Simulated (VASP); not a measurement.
Here is a VASP 6.6.1 calculation.

File INCAR:

```
SYSTEM = Zr
PREC = Accurate
ENCUT = 520
EDIFF = 1E-7
ISMEAR = -1
SIGMA = 0.05
LREAL = .False.
LASPH = .True.
NELM = 80
ALGO = Fast
ISIF = 2
LWAVE = .False.
LCHARG = .True.
GGA = PE
LELF = .True.
LVHAR = .True.
NBANDS = 19
```

File KPOINTS:

```
regular mesh
0
Gamma
  8 8 5
  0 0 0
```

The input POSCAR:

```
Zr
1.0
    3.2320000000      0.0000000000      0.0000000000
   -1.6160000000      2.7989941050      0.0000000000
    0.0000000000      0.0000000000      5.1470000000
Zr
2
Direct
    0.6666666667      0.3333333333      0.7500000000
    0.3333333333      0.6666666667      0.2500000000
```

Potentials or basis: VASP PAW PBE potentials, release 64 (Zr_sv).

Launch:

```sh
$ cat potpaw_PBE.64/Zr_sv/POTCAR > POTCAR
$ mpirun -np 1 vasp_std > vasp.out
```

Question: Predict the pressure.

Answer: 0.6 GPa.

Question: Predict the band gap on the k mesh.

Answer: Zero (bands 12 and 13 overlap by 1.12 eV).

Stress tensor (GPa, compression positive):
```
0.24 0.00 0.00
0.00 0.24 0.00
0.00 0.00 1.31
```
